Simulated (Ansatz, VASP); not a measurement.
**Two plane-wave programs on Mo**

File INCAR:

```
PREC = Accurate
ENCUT = 600
EDIFF = 1E-6
ISMEAR = -1
SIGMA = 0.03
LREAL = False
LASPH = True
NELM = 80
ALGO = Normal
ISIF = 3
LWAVE = False
LCHARG = False
GGA = PE
IBRION = 2
NSW = 100
EDIFFG = -0.005
```

KPOINTS

```
Automatic mesh
0
Gamma
  12 12 12
```

Contents of POSCAR:

```
Mo
1.0
    2.7215349720      0.0000000000      0.0000000000
    0.0000000000      2.7215349720      0.0000000000
    0.0000000000      0.0000000000      2.7215349720
Mo
1
Direct
    0.0000000000      0.0000000000      0.0000000000
```

Input for Ansatz:

```yaml
crystal:
  lattice:
    - [2.721534972, 0.0, 0.0]
    - [0.0, 2.721534972, 0.0]
    - [0.0, 0.0, 2.721534972]
  atoms:
    - { symbol: Mo, position: [0.0, 0.0, 0.0] }
kpoints:
  mp_grid: { grid: [12, 12, 12] }
scf:
  occupations: { method: fermi_dirac, width: 0.03 }
hamiltonian:
  xc: pbe
  pseudopotentials: { kind: paw }
output:
  forces: true
  stress: true
relax:
  f_tol: 0.005
  max_steps: 80
  cell: {}
```

Alike in both runs: task relaxation of cell and atoms; functional PBE; k mesh 12 × 12 × 12; occupations fermi-dirac, width 0.03 eV; no spin polarisation.

```csv
,VASP,Ansatz
version,VASP 6.6.1,Ansatz 0.2.0
potentials or method,"VASP PAW PBE potentials, release 64 (Mo_sv)","PAW with Ansatz's default frozen-core files, scalar-relativistic"
plane-wave cutoff (eV),600,420
valence electrons in the cell,14,14
```

```csv
,VASP,Ansatz,Ansatz less VASP
relaxed volume (Å³/atom),17.71,17.68,-0.038
relaxed cell length with the largest relative difference (Å),2.607,2.605,-0.0019
```
